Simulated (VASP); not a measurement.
A run of VASP 6.6.1 is set up as follows.

File INCAR:

```
SYSTEM = InSb
PREC = Accurate ; ENCUT = 500
EDIFF = 1E-6 ; ISMEAR = 0
SIGMA = 0.1 ; LREAL = .False.
LASPH = .True. ; NELM = 120
ALGO = Normal ; ISIF = 2
LWAVE = .False. ; LCHARG = .True.
GGA = PS ; LELF = .True.
LVHAR = .True. ; NBANDS = 16
GGA_COMPAT = .False.
```

File KPOINTS:

```
Automatic mesh
0
Gamma
  6 6 6
  0 0 0
```

POSCAR

```
InSb
1.0
    0.0000000000      3.0198134404      3.0198134404
    3.0198134404      0.0000000000      3.0198134404
    3.0198134404      3.0198134404      0.0000000000
In Sb
1 1
Direct
    0.5000000000      0.5000000000      0.5000000000
    0.0000000000      0.0000000000      0.0000000000
```

Potentials or basis: VASP PAW PBE potentials, release 64 (In_d, Sb).

Command:

```bash
$ cat potpaw_PBE.64/In_d/POTCAR potpaw_PBE.64/Sb/POTCAR > POTCAR
$ mpirun -np 1 vasp_std > vasp.out
```

(1) Predict the band gap on the k mesh.

(2) Estimate the pressure.

Answers

(1) zero (band 9 reaches 7.71 eV, above the bottom of band 10 at 4.81 eV).

(2) 0.0 GPa.

Caveat: the PAW data sets were made with another functional, which shifts forces and pressure a little; spin-orbit coupling is left out, which moves the levels of the heavy elements.
